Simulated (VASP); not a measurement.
# SnO2 (R-3m) in VASP: further runs, part 2 of 2

VASP 6.6.1. The steps go on from the part before.

**5. Single point, PBE (atoms shifted along a free coordinate)**

Contents of INCAR:

```
SYSTEM = SnO2
PREC = Accurate
ENCUT = 520
EDIFF = 1E-6
ISMEAR = 0
SIGMA = 0.05
LREAL = .FALSE.
LASPH = .TRUE.
NELM = 100
ALGO = Normal
ISIF = 2
LWAVE = .FALSE.
LCHARG = .FALSE.
GGA = PE
NBANDS = 20
```

Contents of KPOINTS:

```
Automatic mesh
0
G
  12 12 12
  0 0 0
```

Contents of POSCAR:

```
SnO2
1.0
    1.6587648191      0.9576883149      5.0460169415
   -1.6587648191      0.9576883149      5.0460169415
    0.0000000000     -1.9153766297      5.0460169415
Sn O
1 2
Direct
    0.5000000000      0.5000000000      0.5000000000
    0.2291218238      0.2291218238      0.2291218238
    0.7708781762      0.7708781762      0.7708781762
```

Potentials or basis: VASP PAW PBE potentials, release 64 (Sn_d, O).

The run is started by

```sh
> cat potpaw_PBE.64/Sn_d/POTCAR potpaw_PBE.64/O/POTCAR > POTCAR
> mpirun -np 1 vasp_std > vasp.out
```

OUTCAR:

```text
SYSTEM = SnO2
   PREC = Accurate
   ENCUT = 520
   EDIFF = 1E-6
   ISMEAR = 0
   LREAL = .FALSE.
   LASPH = .TRUE.
   NELM = 100
   ISIF = 2
   GGA = PE

 ion  position               nearest neighbor table
   1  0.500  0.500  0.500-   2 2.14   2 2.14   3 2.14   3 2.14   2 2.14   3 2.14
   2  0.229  0.229  0.229-   1 2.14   1 2.14   1 2.14
   3  0.771  0.771  0.771-   1 2.14   1 2.14   1 2.14

  LATTYP: Found a trigonal (rhomboedric) cell.
 ALAT       =     5.3973099418
 COS(alpha) =     0.8110943660

  Lattice vectors:

 A1 = (   1.6587648191,   0.9576883149,   5.0460169415)
 A2 = (  -1.6587648191,   0.9576883149,   5.0460169415)
 A3 = (   0.0000000000,  -1.9153766297,   5.0460169415)

Analysis of symmetry for initial positions (statically):
=====================================================================
 Subroutine PRICEL returns:
 Original cell was already a primitive cell.

 Routine SETGRP: Setting up the symmetry group for a
 trigonal (rhombohedral) supercell.

 Subroutine GETGRP returns: Found 12 space group operations
 (whereof 12 operations were pure point group operations)
 out of a pool of 12 trial point group operations.

The static configuration has the point symmetry D_3d.

Analysis of symmetry for dynamics (positions and initial velocities):
=====================================================================
 Subroutine PRICEL returns:
 Original cell was already a primitive cell.

 Routine SETGRP: Setting up the symmetry group for a
 trigonal (rhombohedral) supercell.

 Subroutine GETGRP returns: Found 12 space group operations
 (whereof 12 operations were pure point group operations)
 out of a pool of 12 trial point group operations.

The dynamic configuration has the point symmetry D_3d.

 Subroutine INISYM returns: Found 12 space group operations
 (whereof 12 operations are pure point group operations),
 and found     1 'primitive' translations

----------------------------------------------------------------------------------------

                                     Primitive cell

  volume of cell :      48.0960

  direct lattice vectors                    reciprocal lattice vectors
     1.658764819  0.957688315  5.046016941     0.301429108  0.174030177  0.066058703
    -1.658764819  0.957688315  5.046016941    -0.301429108  0.174030177  0.066058703
     0.000000000 -1.915376630  5.046016941     0.000000000 -0.348060353  0.066058703

  length of vectors
     5.397309942  5.397309942  5.397309942     0.354273569  0.354273569  0.354273569

  position of ions in fractional coordinates (direct lattice)
     0.500000000  0.500000000  0.500000000
     0.229121824  0.229121824  0.229121824
     0.770878176  0.770878176  0.770878176

  ion indices of the primitive-cell ions
   primitive index   ion index
                 1           1
                 2           2
                 3           3

----------------------------------------------------------------------------------------

 KPOINTS: Automatic mesh

Automatic generation of k-mesh.
 Grid dimensions read from file:
 generate k-points for:   12   12   12

 Generating k-lattice:

  Cartesian coordinates                     Fractional coordinates (reciprocal lattice)
     0.025119092  0.014502515  0.005504892     0.083333333 -0.000000000  0.000000000
    -0.025119092  0.014502515  0.005504892    -0.000000000  0.083333333  0.000000000
     0.000000000 -0.029005029  0.005504892    -0.000000000 -0.000000000  0.083333333

  Length of vectors
     0.029522797  0.029522797  0.029522797

  Shift w.r.t. Gamma in fractional coordinates (k-lattice)
     0.000000000  0.000000000  0.000000000

 Subroutine IBZKPT returns following result:
 ===========================================

 Found    189 irreducible k-points:

 Following reciprocal coordinates:
            Coordinates               Weight
  0.000000  0.000000  0.000000      1.000000
  0.083333  0.000000 -0.000000      6.000000
  0.166667  0.000000  0.000000      6.000000
  0.250000 -0.000000 -0.000000      6.000000
  0.333333 -0.000000  0.000000      6.000000
  0.416667  0.000000  0.000000      6.000000
[... 16 lines left out ...]
  0.500000  0.166667  0.000000     12.000000
 -0.416667  0.166667  0.000000     12.000000
 [... further k-points ...]
   k-points           NKPTS =    189   k-points in BZ     NKDIM =    189   number of bands    NBANDS=     20
   number of dos      NEDOS =    301   number of ions     NIONS =      3
   total plane-waves  NPLWV =  64000
   dimension x,y,z NGX =    40 NGY =   40 NGZ =   40
   dimension x,y,z NGXF=    80 NGYF=   80 NGZF=   80
   ions per type =               1   2
   NGX,Y,Z   is equivalent  to a cutoff of  12.32, 12.32, 12.32 a.u.
   NGXF,Y,Z  is equivalent  to a cutoff of  24.64, 24.64, 24.64 a.u.
 SYSTEM =  SnO2
   PREC   = accura    normal or accurate (medium, high low for compatibility)
   ISTART =      0    job   : 0-new  1-cont  2-samecut
   ICHARG =      2    charge: 1-file 2-atom 10-const
   ISPIN  =      1    spin polarized calculation?
   LNONCOLLINEAR =      F non collinear calculations
   LSORBIT =      F    spin-orbit coupling
   LASPH  =      T    aspherical Exc in radial PAW
   ENCUT  =  520.0 eV  38.22 Ry    6.18 a.u.  10.04 10.04 10.04*2*pi/ulx,y,z
   NELM   =    100;   NELMIN=  2; NELMDL= -5     # of ELM steps
   EDIFF  = 0.1E-05   stopping-criterion for ELM
   LREAL  =      F    real-space projection
   EDIFFG = 0.1E-04   stopping-criterion for IOM
   NSW    =      0    number of steps for IOM
   IBRION =     -1    ionic relax: 0-MD 1-quasi-New 2-CG
   NFREE  =      0    steps in history (QN), initial steepest desc. (CG)
   ISIF   =      2    stress and relaxation
   ISYM   =      2    0-nonsym 1-usesym 2-fastsym
   POTIM  = 0.5000    time-step for ionic-motion
   TEBEG  =    0.0;   TEEND  =   0.0 temperature during run
   PSTRESS=    0.0 pullay stress
   NELECT =      26.0000    total number of electrons
   NUPDOWN=      -1.0000    fix difference up-down
   EMIN   =  10.00;   EMAX   =-10.00  energy-range for DOS
   EFERMI =   0.00;   METHOD = LEGACY
   ISMEAR =     0;   SIGMA  =   0.05  broadening in eV -4-tet -1-fermi 0-gaus
   EFERMI_NEDOS =   21; number of points for ismear=-14 and -15
   IALGO  =     38    algorithm
   IMIX   =      4    mixing-type and parameters
     AMIX     =   0.40;   BMIX     =  1.00
     AMIX_MAG =   1.60;   BMIX_MAG =  1.00
  volume/ion in A,a.u.               =      16.03       108.19
  Fermi-wavevector in a.u.,A,eV,Ry     =   1.333612  2.520162 24.198262  1.778522
  Thomas-Fermi vector in A             =   2.462457
   LORBIT       =      0    0 simple, 1 ext, 2 COOP (PROOUT), +10 PAW based schemes
   GGA     = PE    functional components
   LHFCALC =     F    Hartree Fock is set to
   AEXX    =    0.0000 exact exchange contribution
   IVDW    =     0    specifies the selected vdW correction
   LEPSILON=     F    determine dielectric tensor
   LRPA    =     F    only Hartree local field effects (RPA)
 non-spin polarized calculation
 Gauss-broadening in eV      SIGMA  =   0.05
  energy-cutoff  :      520.00
  volume of cell :       48.10
 maximum number of plane-waves:      1314
   NGX = 21   NGY = 21   NGZ = 21

 number of electron      26.0000006 magnetization

 Free energy of the ion-electron system (eV)
  ---------------------------------------------------
  ext. energy  EPLUGINS =         0.00000000
  ---------------------------------------------------
  free energy    TOTEN  =       -18.13833896 eV

  energy without entropy =      -18.13833896  energy(sigma->0) =      -18.13833896

 E-fermi :   2.5802     XC(G=0):  -9.3561

 val. band max:        2.3555023642   @ k =  -0.1667   0.2500   0.0833
 cond. band min:       4.0140735800   @ k =   0.0000   0.0000   0.0000
 fundamental gap:      1.6585712158
 Fermi energy:         2.5801754383

 k-point     1 :       0.0000    0.0000    0.0000
  band No.  band energies     occupation
      1     -17.7415      2.00000
      2     -17.4816      2.00000
      3     -17.4816      2.00000
      4     -17.3473      2.00000
      5     -17.3473      2.00000
      6     -15.4110      2.00000
[... 12 lines left out ...]
     19      19.1411      0.00000
[... 513 lines left out ...]
      4     -17.3453      2.00000
      5     -17.2740      2.00000
      6     -14.0129      2.00000
[... 12 lines left out ...]
     19      15.0106      0.00000
     20      15.8089      0.00000

 [... further k-points ...]

------------------------ aborting loop because EDIFF is reached ----------------------------------------

  FORCE on cell =-STRESS in cart. coord.  units (eV):
  Direction    XX          YY          ZZ          XY          YZ          ZX
  --------------------------------------------------------------------------------------
  -------------------------------------------------------------------------------------
  Total       -1.6363006     -1.6363006      0.4994751      0.0000000      0.0000000      0.0000000
  in kB      -54.5085594    -54.5085594     16.6385493      0.0000000      0.0000000      0.0000000
  external PRESSURE =     -30.7928565 kB  Pullay stress =       0.0000000 kB

 VOLUME and BASIS-vectors are now :
 -----------------------------------------------------------------------------
  energy-cutoff  :      520.00
  volume of cell :       48.10
      direct lattice vectors                 reciprocal lattice vectors
     1.658764819  0.957688315  5.046016941     0.301429108  0.174030177  0.066058703
    -1.658764819  0.957688315  5.046016941    -0.301429108  0.174030177  0.066058703
     0.000000000 -1.915376630  5.046016941     0.000000000 -0.348060353  0.066058703

 POSITION                                       TOTAL-FORCE (eV/Angst)
 -----------------------------------------------------------------------------------
      0.00000      0.00000      7.56903         0.000000     -0.000000      0.000000
      0.00000      0.00000      3.46846         0.000000      0.000000      0.357745
      0.00000      0.00000     11.66959         0.000000     -0.000000     -0.357745
 -----------------------------------------------------------------------------------
    total drift:                                0.000000      0.000000      0.000000

  FREE ENERGIE OF THE ION-ELECTRON SYSTEM (eV)
  ---------------------------------------------------
  free  energy   TOTEN  =       -18.1383389569 eV

  energy  without entropy=      -18.1383389569  energy(sigma->0) =      -18.13833896
```

OSZICAR:

```text
N       E                     dE             d eps       ncg     rms          rms(c)
DAV:   1     0.260328756963E+03    0.26033E+03   -0.13890E+04  7960   0.184E+03
DAV:   2     0.913487625665E+01   -0.25119E+03   -0.23817E+03  8492   0.487E+02
DAV:   3    -0.203363268845E+02   -0.29471E+02   -0.29204E+02  8888   0.143E+02
DAV:   4    -0.212080006918E+02   -0.87167E+00   -0.87086E+00  8384   0.268E+01
DAV:   5    -0.212262143861E+02   -0.18214E-01   -0.18213E-01  9168   0.407E+00    0.108E+01
DAV:   6    -0.181672521595E+02    0.30590E+01   -0.12229E+01 11536   0.582E+01    0.439E+00
DAV:   7    -0.181563866267E+02    0.10866E-01   -0.70549E-01  7828   0.684E+00    0.212E+00
DAV:   8    -0.181383417738E+02    0.18045E-01   -0.80443E-02  8032   0.288E+00    0.469E-01
DAV:   9    -0.181375579997E+02    0.78377E-03   -0.12803E-02 10420   0.148E+00    0.986E-02
DAV:  10    -0.181383022390E+02   -0.74424E-03   -0.20107E-03  7804   0.395E-01    0.325E-02
DAV:  11    -0.181383374009E+02   -0.35162E-04   -0.66212E-05 10600   0.882E-02    0.210E-02
DAV:  12    -0.181383390582E+02   -0.16573E-05   -0.68295E-06  7920   0.227E-02    0.755E-03
DAV:  13    -0.181383389569E+02    0.10129E-06   -0.12805E-06  6632   0.985E-03
   1 F= -.18138339E+02 E0= -.18138339E+02  d E =-.749032E-12
```

stdout:

```text
POSCAR found type information on POSCAR SnO
 POSCAR found :  2 types and       3 ions
 scaLAPACK will be used
 LDA part: xc-table for (Slater+PW92), standard interpolation
 POSCAR, INCAR and KPOINTS ok, starting setup
 FFT: planning ... GRIDC
 FFT: planning ... GRID_SOFT
 FFT: planning ... GRID
 WAVECAR not read
 entering main loop
```

Wall time 1.7 min (1 thread of Intel Xeon 6975P-C (Granite Rapids), shared host); peak memory 0.35 GiB.

Results:

```yaml
Free_energy: -18.1383 eV
Pressure: -3.1 GPa
Largest_force: 0.358 eV/Å
Band_gap_on_the_k_mesh: 1.66 eV (least direct gap 1.98 eV)
```

Forces in eV/Å, atoms in the order of the input:
```
Sn   0.000  0.000  0.000
O    0.000  0.000  0.358
O    0.000  0.000 -0.358
```

Stress tensor (GPa, compression positive):
```
-5.45  0.00  0.00
 0.00 -5.45  0.00
 0.00  0.00  1.66
```

Caveat: the cell differs from its parent crystal (atoms shifted along a free coordinate); the cell stands under tension; spin-orbit coupling is left out, which moves the levels of the heavy elements. A k mesh can miss the band edges.

**6. The runs side by side**

```tsv
cell	gap on the mesh (eV)	pressure (GPa)	largest force (eV/Å)
a = 5.353 Å, angles 35.8°, 3 atoms, atomic positions A	1.34	-14.7	2.31
a = 5.353 Å, angles 35.8°, 3 atoms, atomic positions B	1.89	6.9	1.79
a = 5.397 Å, angles 35.8°, 3 atoms, atomic positions C	1.08	-19.2	3.16
a = 5.397 Å, angles 35.8°, 3 atoms, atomic positions D	1.66	-3.1	0.36
```

Alike in all rows: task single point; level PBE; potentials or basis VASP PAW PBE potentials, release 64 (Sn_d, O); no spin polarisation; k mesh 12 × 12 × 12; cutoff (eV) 520; smearing gaussian 0.05 eV.

Caveats: spin-orbit coupling is left out, which moves the levels of the heavy elements; the cell stands under tension (at least some runs); forces of over 1 eV/Å act on the atoms, so gaps and moduli don't describe the material at rest (at least some runs); the cell stands under pressure (at least some runs).

Total energies depend on the potentials used, so only differences within one code and one set of settings carry meaning.
